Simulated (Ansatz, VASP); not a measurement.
NbAs: VASP beside Ansatz

Contents of INCAR:

```
PREC     = Accurate       # precision mode
ENCUT    = 520            # plane-wave cutoff, eV
EDIFF    = 1E-6           # SCF threshold, eV
ISMEAR   = 0              # smearing method
SIGMA    = 0.05           # smearing width, eV
LREAL    = F              # projectors in reciprocal space
LASPH    = T              # aspherical terms in the spheres
NELM     = 100            # most SCF steps
ALGO     = Normal         # electronic algorithm
ISIF     = 2              # what is computed and relaxed
LWAVE    = F              # write WAVECAR
LCHARG   = T              # write CHGCAR
GGA      = PE             # functional
LELF     = T              # ELF
LVHAR    = T            
NBANDS   = 16             # bands
```

File KPOINTS:

```
Automatic mesh
0
Gamma
  12 12 12
```

File POSCAR:

```
NbAs
1.0
    0.0000000000      2.6979348603      2.6979348603
    2.6979348603      0.0000000000      2.6979348603
    2.6979348603      2.6979348603      0.0000000000
Nb As
1 1
Direct
    0.5000000000      0.5000000000      0.5000000000
    0.0000000000      0.0000000000      0.0000000000
```

Input for Ansatz:

```yaml
crystal:
  lattice:
    - [0.0, 2.6979348603, 2.6979348603]
    - [2.6979348603, 0.0, 2.6979348603]
    - [2.6979348603, 2.6979348603, 0.0]
  atoms:
    - { symbol: Nb, position: [0.5, 0.5, 0.5] }
    - { symbol: As, position: [0.0, 0.0, 0.0] }
basis:
  ecutwfc: 420
  ecutrho_ratio: 4
kpoints:
  mp_grid: { grid: [12, 12, 12] }
hamiltonian:
  xc: pbe
scf:
  occupations: { method: gaussian, width: 0.05 }
output:
  forces: true
  stress: true
  eigenvalues: true
```

Alike in both runs: task single point; functional PBE; k mesh 12 × 12 × 12; occupations gaussian, width 0.05 eV; no spin polarisation.

```csv
,VASP,Ansatz
version,VASP 6.6.1,Ansatz 0.2.0
potentials or method,"VASP PAW PBE potentials, release 64 (Nb_sv, As), cutoff 520 eV","scalar-relativistic, plane waves, PAW"
valence electrons in the cell,18,28
```

```tsv
	VASP	Ansatz	Ansatz less VASP
gap on the k mesh at the Fermi level (eV)	none	none	-
pressure (GPa)	-8.5	-8.5	0.00
```

A gap of «none» marks a metal or a gap that the smearing closes. The functional is the same, so the differences come from potentials, cutoffs and numerics. VASP's potentials hold 18 valence electrons a cell and Ansatz's 28, so a difference there can come from the potentials and not from the codes.
